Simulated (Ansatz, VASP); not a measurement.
Two plane-wave programs on HgTe

File INCAR:

```
SYSTEM = HgTe
ALGO     = Normal         ! electronic algorithm
EDIFF    = 1E-7           ! SCF threshold, eV
ENCUT    = 520            ! plane-wave cutoff, eV
GGA      = PS             ! functional
ISIF     = 2              ! what is computed and relaxed
ISMEAR   = 0              ! smearing method
LASPH    = .True.         ! aspherical terms in the spheres
LCHARG   = .True.         ! write CHGCAR
LELF     = .True.         ! ELF
LREAL    = .False.        ! projectors in reciprocal space
LVHAR    = .True.       
LWAVE    = .False.        ! write WAVECAR
NBANDS   = 16             ! bands
NELM     = 60             ! most SCF steps
PREC     = Accurate       ! precision mode
SIGMA    = 0.15           ! smearing width, eV
```

The input KPOINTS:

```
k-points
0
Gamma
  14 14 14
  0 0 0
```

File POSCAR:

```
HgTe
1.0
    0.0000000000      3.3202050000      3.2235000000
    3.3202050000      0.0000000000      3.2235000000
    3.3202050000      3.3202050000      0.0000000000
Hg Te
1 1
Direct
    0.0000000000      0.0000000000      0.0000000000
    0.7500000000      0.7500000000      0.7500000000
```

Input for Ansatz:

```yaml
crystal:
  lattice:
    - [0.0, 3.320205, 3.2235]
    - [3.320205, 0.0, 3.2235]
    - [3.320205, 3.320205, 0.0]
  atoms:
    - { symbol: Hg, position: [0.0, 0.0, 0.0] }
    - { symbol: Te, position: [0.75, 0.75, 0.75] }
basis:
  ecutwfc: 420
kpoints:
  mp_grid: { grid: [14, 14, 14] }
hamiltonian:
  xc: pbesol
scf:
  occupations: { method: gaussian, width: 0.15 }
output:
  forces: true
  stress: true
  eigenvalues: true
```

Change from the starting cell: strain +0.030 along x and y, +0.000 along z, atoms carried along.

Alike in both runs: task single point; functional PBEsol; k mesh 14 × 14 × 14; occupations gaussian, width 0.15 eV; no spin polarisation.

|  | VASP | Ansatz |
| --- | --- | --- |
| version | VASP 6.6.1 | Ansatz 0.2.0 |
| potentials or method | VASP PAW PBE potentials, release 64 (Hg, Te), cutoff 520 eV | scalar-relativistic, plane waves, PAW |
| valence electrons in the cell | 18 | 36 |

```csv
,VASP,Ansatz,Ansatz less VASP
gap on the k mesh at the Fermi level (eV),none,none,-
pressure (GPa),-1.1,-1.2,-0.09
"traceless stress, the component that is largest in VASP (GPa)",0.31,0.32,+0.001
```

VASP's potentials were made for PBE, not for PBEsol. A gap of «none» marks a metal or a gap that the smearing closes. With one functional, cell and mesh, what is left measures potentials, basis and numerics. VASP's potentials hold 18 valence electrons a cell and Ansatz's 36, so a difference there can come from the potentials and not from the codes.

Spin-orbit coupling is off throughout.
